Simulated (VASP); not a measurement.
CoO:

```
Co O
1.0
    -1.50800    1.50800    2.10725
     1.50800   -1.50800    2.10725
     1.50800    1.50800   -2.10725
Co O
1 1
Cartesian
  0.0000 0.0000 0.0000
  0.0000 0.0000 2.1072
```

```yaml
Program: VASP 6.6.1
Task: relaxation of cell and atoms
Functional: PBE
Potentials_or_basis: VASP PAW PBE potentials, release 64 (Co, O)
Cutoff: 600 eV
k_mesh: 12 × 12 × 12
Occupations: fermi-dirac, width 0.05 eV
Spin: collinear spin, ferromagnetic start
Starting_moments: "[2.0, 0.0] μB"
Hubbard_terms: Co d U = 3.0 eV
```

At the start: pressure 0.5 GPa; volume 9.58 Å³/atom.

Where does the relaxation end?

Over 5 steps the energy falls by 9.7 meV/atom and the volume is 9.68 Å³/atom (+1.0 %); space group Fm-3m (No. 225, to 0.1 Å) before, I4/mmm (No. 139, to 0.1 Å); moment 3.00 μB per cell.

Step by step:
```
step  energy change (eV)  largest force (eV/Å)  pressure (GPa)  volume (Å³)
   1              0.0000                0.0000            0.51        19.17
   2             -0.0120                0.0000           -0.19        19.25
   3             -0.0194                0.0000           -0.11        19.38
   4             -0.0194                0.0000           -0.16        19.36
   5             -0.0194                0.0000           -0.14        19.37
```

Final structure:
```
CELL_PARAMETERS angstrom
-1.54429 1.54429 2.03023
1.54429 -1.54429 2.03023
1.54429 1.54429 -2.03023
ATOMIC_POSITIONS crystal
Co 0.00000 0.00000 0.00000
O 0.50000 0.50000 0.00000
```

Caveat: a cell with one magnetic atom can't hold antiferromagnetic order, which such compounds often take.
